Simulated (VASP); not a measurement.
Set up this calculation in VASP 6.6.1, as the native input.

* Task: relaxation of cell and atoms
* Functional: PBEsol
* Potentials or basis: VASP PAW PBE potentials, release 64 (Tl_d, Cl)
* Cutoff: 500 eV
* k mesh: 6 × 6 × 6
* Occupations: gaussian, width 0.01 eV
* Spin: no spin polarisation
* Target pressure: 1 GPa
* Dipole correction: no
* Further INCAR settings: ALGO = Normal; EDIFF = 1e-07; IBRION = 2; EDIFFG = -0.002; NSW = 100; ISIF = 3

The structure of TlCl lies in POSCAR:

```
TlCl
1.0
    3.7692256933      0.0000000000      0.0000000000
    0.0000000000      3.7692256933      0.0000000000
    0.0000000000      0.0000000000      3.7692256933
Tl Cl
1 1
Direct
    0.0000000000      0.0000000000      0.0000000000
    0.5000000000      0.5000000000      0.5000000000
```

The input as run:

INCAR

```
PREC = Accurate
ENCUT = 500
EDIFF = 1E-7
ISMEAR = 0
SIGMA = 0.01
LREAL = False
LASPH = True
NELM = 120
ALGO = Normal
ISIF = 3
LWAVE = False
LCHARG = False
GGA = PS
IBRION = 2
NSW = 100
EDIFFG = -0.002
PSTRESS = 10.0
GGA_COMPAT = False
NELMIN = 4
```

KPOINTS

```
Automatic mesh
0
Gamma
  6 6 6
```

Potentials or basis: VASP PAW PBE potentials, release 64 (Tl_d, Cl).

Run with:

```sh
$ cat potpaw_PBE.64/Tl_d/POTCAR potpaw_PBE.64/Cl/POTCAR > POTCAR
$ mpirun -np 1 vasp_std > vasp.out
```

Results of the run:

- Relaxed volume: 25.92 Å³/atom
- Relaxed cell: a = 3.729 Å, b = 3.729 Å, c = 3.729 Å, α = 90.00°, β = 90.00°, γ = 90.00°
- Space group after relaxing (to 0.1 Å): Pm-3m (No. 221)
- Energy change on relaxing (the run minimises the enthalpy): +2.4 meV/atom
- Ionic steps: 3
- Pressure after relaxing: 1.0 GPa
- Band gap on the k mesh: 1.71 eV

Caveat: the cell is relaxed towards a set pressure, so the run minimises the enthalpy, not the energy; the PAW data sets were made with another functional, which shifts forces and pressure a little; spin-orbit coupling is left out, which moves the levels of the heavy elements.

Wall time 43 s on 1 thread of Intel(R) Xeon(R) Platinum 8259CL CPU @ 2.50GHz (Skylake/Cascade Lake) (shared host), peak memory 0.16 GiB.
